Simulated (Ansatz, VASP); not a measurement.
Given: the input of a run of Ansatz 0.2.0 on CoO.

The input input.yaml:

```yaml
crystal:
  lattice:
    - [0.0, 2.1171941998, 2.1171941998]
    - [2.1171941998, 0.0, 2.1171941998]
    - [2.1171941998, 2.1171941998, 0.0]
  atoms:
    - { symbol: Co, position: [0.0, 0.0, 0.0], spin: 2.0 }
    - { symbol: O, position: [0.5, 0.5, 0.5] }
hamiltonian:
  xc: blyp
  pseudopotentials: { kind: paw }
  dispersion: d3bj
magnetization:
  spin_polarized: true
kpoints:
  mp_grid: { grid: [11, 11, 11] }
scf:
  occupations: { method: fermi_dirac, width: 0.05 }
output:
  forces: true
  stress: true
  eigenvalues: true
```

Potentials or basis: Ansatz PAW.

Launch:

```bash
$ ansatz run input.yaml --threads 2 --pin off --max-ram 5120MiB --backend cpu --events-out ev --progress --plain --runs-dir out
```

Problem. Set up the same calculation for VASP 6.6.1. Potentials there: VASP PAW PBE potentials, release 64 (Co_sv, O).

Solution. As run (the cutoff follows the program's own potentials):

The input INCAR:

```
SYSTEM = CoO
PREC     = Accurate       ! precision mode
ENCUT    = 600            ! plane-wave cutoff, eV
EDIFF    = 1E-6           ! SCF threshold, eV
ISMEAR   = -1             ! smearing method
SIGMA    = 0.05           ! smearing width, eV
LREAL    = .FALSE.        ! projectors in reciprocal space
LASPH    = .TRUE.         ! aspherical terms in the spheres
NELM     = 200            ! most SCF steps
ALGO     = Normal         ! electronic algorithm
ISIF     = 2              ! what is computed and relaxed
LWAVE    = .FALSE.        ! write WAVECAR
LCHARG   = .FALSE.        ! write CHGCAR
ISPIN    = 2              ! spin polarisation
MAGMOM   = 2 0            ! initial moments
LORBIT   = 11             ! projections on sites
LMAXMIX  = 4              ! l up to which the mixer works
GGA      = B5             ! functional
ALDAX    = 1.0          
AGGAX    = 1.0          
AGGAC    = 1.0          
ALDAC    = 0.0          
IVDW     = 12             ! dispersion correction
VDW_S6   = 1.0          
VDW_S8   = 2.6996       
VDW_A1   = 0.4298       
VDW_A2   = 4.2359       
NBANDS   = 22             ! bands
GGA_COMPAT= .FALSE.
```

KPOINTS

```
regular mesh
0
G
  11 11 11
  0 0 0
```

The input POSCAR:

```
CoO
1.0
    0.0000000000      2.1171941998      2.1171941998
    2.1171941998      0.0000000000      2.1171941998
    2.1171941998      2.1171941998      0.0000000000
Co O
1 1
Direct
    0.0000000000      0.0000000000      0.0000000000
    0.5000000000      0.5000000000      0.5000000000
```

Potentials or basis: VASP PAW PBE potentials, release 64 (Co_sv, O).

Command:

```bash
$ cat potpaw_PBE.64/Co_sv/POTCAR potpaw_PBE.64/O/POTCAR > POTCAR
$ mpirun -np 1 vasp_std > vasp.out
```

Both were run:

|  | VASP | Ansatz | Ansatz less VASP |
| --- | --- | --- | --- |
| gap on the k mesh at the Fermi level (eV) | none | none | - |
| pressure (GPa) | 9.9 | 12.2 | +2.31 |
| net moment per atom (μB) | 1.36 | 1.37 | +0.017 |
| size of the moment on the site where the two differ most (μB) | 0.26 | 0.28 | +0.027 |

VASP's potentials were made for PBE, not for BLYP. Site moments also hang on the region over which each program counts them. A gap of «none» marks a metal or a gap that the smearing closes.
